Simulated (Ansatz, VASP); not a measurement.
# One calculation of Zn, two programs

```
Zn
1.0
    -0.13750    1.96434    1.82684
     1.96434   -0.13750    1.82684
     1.82684    1.82684    0.00000
Zn
1
Direct
  0.00000 0.00000 0.00000
```

Change from the starting cell: engineering shear strain xy -0.1400, normal strain along z -0.0700.

Alike in both runs: task single point; functional PBE; k mesh 20 × 20 × 20; occupations gaussian, width 0.15 eV; no spin polarisation.

|  | VASP | Ansatz |
| --- | --- | --- |
| version | VASP 6.6.1 | Ansatz 0.2.0 |
| potentials or method | VASP PAW PBE potentials, release 64 (Zn), cutoff 520 eV | scalar-relativistic, plane waves, PAW |
| valence electrons in the cell | 12 | 12 |

VASP gave:

```
gap on the k mesh at the Fermi level (eV)                     : none
pressure (GPa)                                                : 7.8
traceless stress, the component that is largest in VASP (GPa) : 0.63
```

What did Ansatz give for the same quantities?

gap on the k mesh at the Fermi level (eV): none; pressure (GPa): 7.4; traceless stress, the component that is largest in VASP (GPa): 0.67.

A gap of «none» marks a metal or a gap that the smearing closes.
